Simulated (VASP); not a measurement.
# PtSe2 (Fm-3m) in VASP: notebook, part 2 of 2

VASP 6.6.1. The steps go on from the part before.

**5. Single point, HSE06**

This run uses another cell than the first one, of 20.07 Å³/atom.

The input, POSCAR:

```
PtSe2
1.0
    0.0000000000      3.1109902167      3.1109902167
    3.1109902167      0.0000000000      3.1109902167
    3.1109902167      3.1109902167      0.0000000000
Pt Se
1 2
Direct
    0.0000000000      0.0000000000      0.0000000000
    0.2500000000      0.2500000000      0.2500000000
    0.7500000000      0.7500000000      0.7500000000
```

The input, INCAR.step1:

```
SYSTEM = PtSe2
PREC = Accurate ; ENCUT = 520
EDIFF = 1E-5 ; ISMEAR = -1
SIGMA = 0.02 ; LREAL = .FALSE.
LASPH = .TRUE. ; NELM = 80
ALGO = Normal ; ISIF = 2
LWAVE = .TRUE. ; LCHARG = .FALSE.
GGA = PE ; NBANDS = 18
```

The input, INCAR.step2:

```
SYSTEM = PtSe2
PREC = Accurate ; ENCUT = 520
EDIFF = 1E-7 ; ISMEAR = -1
SIGMA = 0.02 ; LREAL = .FALSE.
LASPH = .TRUE. ; NELM = 80
ALGO = Normal ; ISIF = 2
LWAVE = .FALSE. ; LCHARG = .FALSE.
GGA = PE ; LHFCALC = .TRUE.
HFSCREEN = 0.2079 ; PRECFOCK = Normal
ISTART = 1 ; NBANDS = 18
```

The input, KPOINTS:

```
Automatic mesh
0
G
  4 4 4
  0 0 0
```

Potentials or basis: VASP PAW PBE potentials, release 64 (Pt, Se).

Run with:

```sh
cat potpaw_PBE.64/Pt/POTCAR potpaw_PBE.64/Se/POTCAR > POTCAR
cp INCAR.step1 INCAR
mpirun -np 1 vasp_std > vasp.out
cp INCAR.step2 INCAR
mpirun -np 1 vasp_std > vasp.out
```

OUTCAR:

```text
SYSTEM = PtSe2
   PREC = Accurate
   ENCUT = 520
   EDIFF = 1E-7
   ISMEAR = -1
   LREAL = .FALSE.
   LASPH = .TRUE.
   NELM = 80
   ISIF = 2
   GGA = PE
   LHFCALC = .TRUE.
   HFSCREEN = 0.2079
   PRECFOCK = Normal
   ISTART = 1

 ion  position               nearest neighbor table
   1  0.000  0.000  0.000-   2 2.69   3 2.69   3 2.69   3 2.69   3 2.69   2 2.69   2 2.69   2 2.69

[... 353 lines left out ...]

------------------------ aborting loop because EDIFF is reached ----------------------------------------

  FORCE on cell =-STRESS in cart. coord.  units (eV):
  Direction    XX          YY          ZZ          XY          YZ          ZX
  --------------------------------------------------------------------------------------
  -------------------------------------------------------------------------------------
  Total       -0.0730306     -0.0730306     -0.0730306      0.0000000      0.0000000     -0.0000000
  in kB       -1.9430738     -1.9430738     -1.9430738      0.0000000      0.0000000     -0.0000000
  external PRESSURE =      -1.9430738 kB  Pullay stress =       0.0000000 kB

 VOLUME and BASIS-vectors are now :
 -----------------------------------------------------------------------------
  energy-cutoff  :      520.00
  volume of cell :       60.22
      direct lattice vectors                 reciprocal lattice vectors
     0.000000000  3.110990217  3.110990217    -0.160720531  0.160720531  0.160720531
     3.110990217  0.000000000  3.110990217     0.160720531 -0.160720531  0.160720531
     3.110990217  3.110990217  0.000000000     0.160720531  0.160720531 -0.160720531

 POSITION                                       TOTAL-FORCE (eV/Angst)
 -----------------------------------------------------------------------------------
      0.00000      0.00000      0.00000        -0.000000     -0.000000     -0.000000
      1.55550      1.55550      1.55550         0.000000     -0.000000     -0.000000
      4.66649      4.66649      4.66649        -0.000000      0.000000      0.000000
 -----------------------------------------------------------------------------------
    total drift:                               -0.000000     -0.000001     -0.000001

  FREE ENERGIE OF THE ION-ELECTRON SYSTEM (eV)
  ---------------------------------------------------
  free  energy   TOTEN  =       -15.2895068382 eV

  energy  without entropy=      -15.2867440904  energy(sigma->0) =      -15.28812546
```

OSZICAR.step1:

```text
N       E                     dE             d eps       ncg     rms          rms(c)
DAV:   1     0.110899518777E+03    0.11090E+03   -0.10128E+04   288   0.107E+03
DAV:   2    -0.808924225118E+01   -0.11899E+03   -0.11522E+03   362   0.210E+02
DAV:   3    -0.133005778741E+02   -0.52113E+01   -0.51606E+01   340   0.429E+01
DAV:   4    -0.133415057031E+02   -0.40928E-01   -0.40910E-01   328   0.417E+00
DAV:   5    -0.133419633761E+02   -0.45767E-03   -0.45766E-03   336   0.444E-01    0.121E+01
DAV:   6    -0.131621161785E+02    0.17985E+00   -0.43555E+00   300   0.156E+01    0.968E+00
DAV:   7    -0.128524399774E+02    0.30968E+00   -0.81968E-01   298   0.795E+00    0.512E+00
DAV:   8    -0.128675762770E+02   -0.15136E-01   -0.15070E-01   298   0.245E+00    0.136E+00
DAV:   9    -0.128413672500E+02    0.26209E-01   -0.58596E-02   294   0.196E+00    0.521E-01
DAV:  10    -0.128432114044E+02   -0.18442E-02   -0.45490E-03   320   0.533E-01    0.383E-01
DAV:  11    -0.128415614416E+02    0.16500E-02   -0.36278E-03   310   0.479E-01    0.926E-02
DAV:  12    -0.128416564933E+02   -0.95052E-04   -0.42613E-04   316   0.123E-01    0.105E-01
DAV:  13    -0.128416556987E+02    0.79458E-06   -0.33167E-06   198   0.117E-02
   1 F= -.12841656E+02 E0= -.12836635E+02  d E =-.100406E-01
```

Run time: 64 min. Hardware: 1 thread of Intel Xeon Platinum 8488C (Sapphire Rapids), shared host; peak memory 0.31 GiB.

Results:

- Free energy: -15.2895 eV
- Pressure: -0.2 GPa
- Band gap on the k mesh: zero (bands 11 and 12 overlap by 0.62 eV)

Caveat: the k points lie up to 0.44 Å⁻¹ apart, too coarse for converged energies and pressures of a metal; the PAW data sets were made with another functional, which shifts forces and pressure a little; spin-orbit coupling is left out, which moves the levels of the heavy elements.

**6. Summary**

| task | level | spin | cell | k mesh | cutoff (eV) | grid for exact exchange (PRECFOCK) | share of exact exchange | screening parameter | gap on the mesh (eV) | pressure (GPa) | relaxed volume (Å³/atom) |
| --- | --- | --- | --- | --- | --- | --- | --- | --- | --- | --- | --- |
| relaxation of cell and atoms | PBE | off | relaxed from a = 4.586 Å, angles 60.0°, 3 atoms | 6 × 6 × 6 | 600 | - | - | - | none | 0.0 | 20.75 |
| relaxation of cell and atoms | r2SCAN | off | relaxed from a = 4.449 Å, angles 60.0°, 3 atoms | 6 × 6 × 6 | 600 | - | - | - | none | 0.0 | 20.46 |
| single point | PBE | non-collinear, zero start, SOC | a = 4.428 Å, angles 60.0°, 3 atoms | 8 × 8 × 8 | 520 | - | - | - | - | 1.6 | - |
| single point | HSE06 | off | a = 4.400 Å, angles 60.0°, 3 atoms | 4 × 4 × 4 | 520 | Normal | 0.25 | 0.2079 1/Å | none | -0.2 | - |

Alike in all rows: potentials or basis VASP PAW PBE potentials, release 64 (Pt, Se); smearing fermi-dirac 0.02 eV.

Caveats: some runs use coarse meshes; spin-orbit coupling is left out, which moves the levels of the heavy elements (at least some runs); the PAW data sets were made with another functional, which shifts forces and pressure a little (at least some runs).

Absolute energies hang on the potentials; compare differences alone.
